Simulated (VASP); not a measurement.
Wanted: the native input for a VASP 6.6.1 run.

| Property | Result |
| --- | --- |
| Task | single point |
| Functional | PBE |
| Potentials or basis | VASP PAW PBE potentials, release 64 (Cu, O) |
| Cutoff | 520 eV |
| k mesh | 10 × 10 × 6 |
| Occupations | fermi-dirac, width 0.05 eV |
| Spin | no spin polarisation |
| Hubbard terms | Cu d U = 5.3 eV |
| Dipole correction | no |
| Further INCAR settings | ALGO = Fast; EDIFF = 1e-06; NBANDS = 25 |

The structure of CuO lies in POSCAR:

```
CuO
1.0
    0.0000000000     -2.1165600000     -2.1165600000
   -2.1165600000      0.0000000000     -2.1165600000
    2.1165600000      2.1165600000     -4.2331200000
Cu O
2 2
Direct
    0.5038875400      0.4769880100      0.4880064000
    0.0038875400      0.9769880100      0.9880064000
    0.7461124600      0.7730119900      0.7619936000
    0.2461124600      0.2730119900      0.2619936000
```

One way to write it, as run:

INCAR

```
PREC     = Accurate       # precision mode
ENCUT    = 520            # plane-wave cutoff, eV
EDIFF    = 1E-6           # SCF threshold, eV
ISMEAR   = -1             # smearing method
SIGMA    = 0.05           # smearing width, eV
LREAL    = False          # projectors in reciprocal space
LASPH    = True           # aspherical terms in the spheres
NELM     = 150            # most SCF steps
ALGO     = Fast           # electronic algorithm
ISIF     = 2              # what is computed and relaxed
LWAVE    = False          # write WAVECAR
LCHARG   = False          # write CHGCAR
LMAXMIX  = 4              # l up to which the mixer works
LDAU     = True           # DFT+U
LDAUTYPE = 2            
LDAUL    = 2 -1           # shell
LDAUU    = 5.3 0          # U, eV
LDAUJ    = 0 0          
LDAUPRINT= 1            
GGA      = PE             # functional
NBANDS   = 25             # bands
```

KPOINTS

```
Automatic mesh
0
Gamma
  10 10 6
```

Potentials or basis: VASP PAW PBE potentials, release 64 (Cu, O).

The run is started by

```console
$ cat potpaw_PBE.64/Cu/POTCAR potpaw_PBE.64/O/POTCAR > POTCAR
$ mpirun -np 1 vasp_std > vasp.out
```

Results of the run:

* Pressure: 1.3 GPa
* Largest force: 1.149 eV/Å
* Band gap on the k mesh: zero (bands 17 and 18 overlap by 1.20 eV)

Caveat: the stress differs along the axes, from -1 to 5 GPa; U without spin polarisation on a metal has little footing; forces of over 1 eV/Å act on the atoms, so gaps and moduli don't describe the material at rest.

It took 3.6 min on 1 thread of Oxide Virtual Turin-like Processor, with other jobs on the host, peak memory 0.31 GiB.
